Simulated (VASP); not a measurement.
Here is a VASP 6.6.1 calculation.

Contents of INCAR:

```
SYSTEM = Ag
PREC = Accurate ; ENCUT = 520
EDIFF = 1E-7 ; ISMEAR = 0
SIGMA = 0.1 ; LREAL = .FALSE.
LASPH = .TRUE. ; NELM = 60
ALGO = Normal ; ISIF = 2
LWAVE = .FALSE. ; LCHARG = .FALSE.
GGA = PE ; NBANDS = 12
```

Contents of KPOINTS:

```
regular mesh
0
G
  18 18 18
  0 0 0
```

File POSCAR:

```
Ag
1.0
   -1.6515992186      1.6515992186      1.6515992186
    1.6515992186     -1.6515992186      1.6515992186
    1.6515992186      1.6515992186     -1.6515992186
Ag
1
Direct
    0.0000000000      0.0000000000      0.0000000000
```

Potentials or basis: VASP PAW PBE potentials, release 64 (Ag).

The run is started by

```bash
$ cat potpaw_PBE.64/Ag/POTCAR > POTCAR
$ mpirun -np 1 vasp_std > vasp.out
```

**Question.** What does it give for the pressure?

**Answer.** -0.1 GPa.
